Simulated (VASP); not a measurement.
Here is a VASP 6.6.1 calculation.

The input INCAR:

```
SYSTEM = Cu
PREC = Accurate
ENCUT = 600
EDIFF = 1E-6
ISMEAR = 0
SIGMA = 0.1
LREAL = .FALSE.
LASPH = .TRUE.
NELM = 120
ALGO = Normal
ISIF = 2
LWAVE = .FALSE.
LCHARG = .FALSE.
GGA = PE
IVDW = 12
NBANDS = 12
GGA_COMPAT = .FALSE.
```

File KPOINTS:

```
regular mesh
0
G
  8 8 8
  0 0 0
```

File POSCAR:

```
Cu
1.0
    0.0000000000      1.7851738100      1.7851738100
    1.7851738100      0.0000000000      1.7851738100
    1.7851738100      1.7851738100      0.0000000000
Cu
1
Direct
    0.0000000000      0.0000000000      0.0000000000
```

Potentials or basis: VASP PAW PBE potentials, release 64 (Cu).

Launch:

```console
$ cat potpaw_PBE.64/Cu/POTCAR > POTCAR
$ mpirun -np 1 vasp_std > vasp.out
```

**Question.** Estimate the band gap on the k mesh.

**Answer.** Zero (an odd number of electrons rules out a gap without spin polarisation).

**Question.** Predict the pressure.

**Answer.** 0.6 GPa.

**Question.** What does it give for the dispersion energy per atom?

**Answer.** -0.606 eV.

Caveat: the k points lie up to 0.38 Å⁻¹ apart, too coarse for converged energies and pressures of a metal.
